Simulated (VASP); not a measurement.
**FeSi: single point with PBE**

The system is FeSi.

```xyz
8
Lattice="4.4920 0.0000 0.0000 0.0000 4.4920 0.0000 0.0000 0.0000 4.4920" Properties=species:S:1:pos:R:3 pbc="T T T"
Fe    0.6042    0.6042    0.6042
Fe    1.6418    3.8878    2.8502
Fe    2.8502    1.6418    3.8878
Fe    3.8878    2.8502    1.6418
Si    3.7735    3.7735    3.7735
Si    2.9645    0.7185    1.5275
Si    1.5275    2.9645    0.7185
Si    0.7185    1.5275    2.9645
```

```yaml
Program: VASP 6.6.1
Task: single point
Functional: PBE
Potentials_or_basis: VASP PAW PBE potentials, release 64 (Fe, Si)
Cutoff: 520 eV
k_mesh: 8 × 8 × 8
Occupations: gaussian, width 0.01 eV
Spin: no spin polarisation
Dipole_correction: no
Further_INCAR_settings: ALGO = Normal; EDIFF = 1e-07; NBANDS = 34
```

```
Pressure               : -5.8 GPa
Largest force          : 0.033 eV/Å
Band gap on the k mesh : 0.16 eV (least direct gap 0.17 eV)
```

Forces in eV/Å, atoms in the order of the input:
```
Fe   0.019  0.019  0.019
Fe  -0.019 -0.019  0.019
Fe   0.019 -0.019 -0.019
Fe  -0.019  0.019 -0.019
Si   0.003  0.003  0.003
Si  -0.003 -0.003  0.003
Si   0.003 -0.003 -0.003
Si  -0.003  0.003 -0.003
```

Levels at points of the mesh, in eV from the valence-band top:
| k point | band 22 | band 23 | band 24 | band 25 | band 26 | band 27 |
| --- | --- | --- | --- | --- | --- | --- |
| (0.00, 0.00, 0.00) | -0.27 | -0.03 | -0.03 | 0.64 | 0.64 | 0.64 |
| (0.50, 0.00, 0.00) | -0.36 | -0.01 | -0.01 | 0.20 | 0.20 | 1.67 |
| (0.50, 0.50, 0.00) | -0.97 | -0.34 | -0.34 | 0.63 | 0.63 | 1.25 |
| (0.50, 0.50, 0.50) | -0.63 | -0.63 | -0.63 | 0.48 | 0.48 | 0.48 |

Wall time 4.7 min on 1 thread of Intel Xeon 8259CL, with other jobs on the host, peak memory 0.26 GiB.

Caveat: the cell stands under tension. Spin polarisation is off, so any magnetic state and its effect on volume and gap are missing.
